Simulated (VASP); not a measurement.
Set up this calculation in VASP 6.6.1, as the native input.

| Property | Result |
| --- | --- |
| Task | relaxation of cell and atoms |
| Functional | PBE |
| Potentials or basis | VASP PAW PBE potentials, release 64 (Eu, S) |
| Cutoff | 600 eV |
| k mesh | 4 × 4 × 4 |
| Occupations | gaussian, width 0.1 eV |
| Spin | collinear spin, ferromagnetic start |
| Starting moments | [7.0, 0.0, 0.0, 0.0] μB |
| Dipole correction | no |
| Further INCAR settings | ALGO = Normal; EDIFF = 1e-06; IBRION = 2; EDIFFG = -0.04; NSW = 90; ISIF = 3 |

The structure of EuS3 lies in POSCAR:

```
EuS3
1.0
    4.3694093900      0.0000000000      0.0000000000
    0.0000000000      4.3694093900      0.0000000000
    0.0000000000      0.0000000000      4.3927921000
Eu S
1 3
Direct
    0.0000000000      0.0000000000      0.0000000000
    0.0000000000      0.5000000000      0.5000000000
    0.5000000000      0.0000000000      0.5000000000
    0.5000000000      0.5000000000      0.0000000000
```

These files were run (other wordings do the same):

INCAR

```
SYSTEM = EuS3
  PREC = Accurate
  ENCUT = 600
  EDIFF = 1E-6
  ISMEAR = 0
  SIGMA = 0.1
  LREAL = .FALSE.
  LASPH = .TRUE.
  NELM = 150
  ALGO = Normal
  ISIF = 3
  LWAVE = .FALSE.
  LCHARG = .FALSE.
  ISPIN = 2
  MAGMOM = 7 0 0 0
  LORBIT = 11
  LMAXMIX = 6
  GGA = PE
  IBRION = 2
  NSW = 90
  EDIFFG = -0.04
```

KPOINTS

```
regular mesh
0
G
  4 4 4
  0 0 0
```

Potentials or basis: VASP PAW PBE potentials, release 64 (Eu, S).

Command:

```console
$ cat potpaw_PBE.64/Eu/POTCAR potpaw_PBE.64/S/POTCAR > POTCAR
$ mpirun -np 1 vasp_std > vasp.out
```

It gave:

The relaxed volume is 19.46 Å³/atom and the relaxed cell is a = 4.261 Å, b = 4.261 Å, c = 4.287 Å, α = 90.00°, β = 90.00°, γ = 90.00°. The space group after relaxing (to 0.05 Å) is Pm-3m (No. 221), the energy gained by relaxing is 21.5 meV/atom and the ionic steps are 3. The pressure after relaxing is 0.1 GPa, the net moment is 6.28 μB per cell and the site moments are Eu +6.33; S -0.07 μB. The valence electrons inside the program's atomic spheres are Eu 14.63; S 3.60.

Caveat: a cell with one magnetic atom can't hold antiferromagnetic order, which such compounds often take; without U or exact exchange the open f shell lies at the Fermi level, which spoils levels, moments and volumes.

Run time: 4.7 min on 1 thread of Intel(R) Xeon(R) 6975P-C (Granite Rapids), with other jobs on the host, peak memory 0.3 GiB.
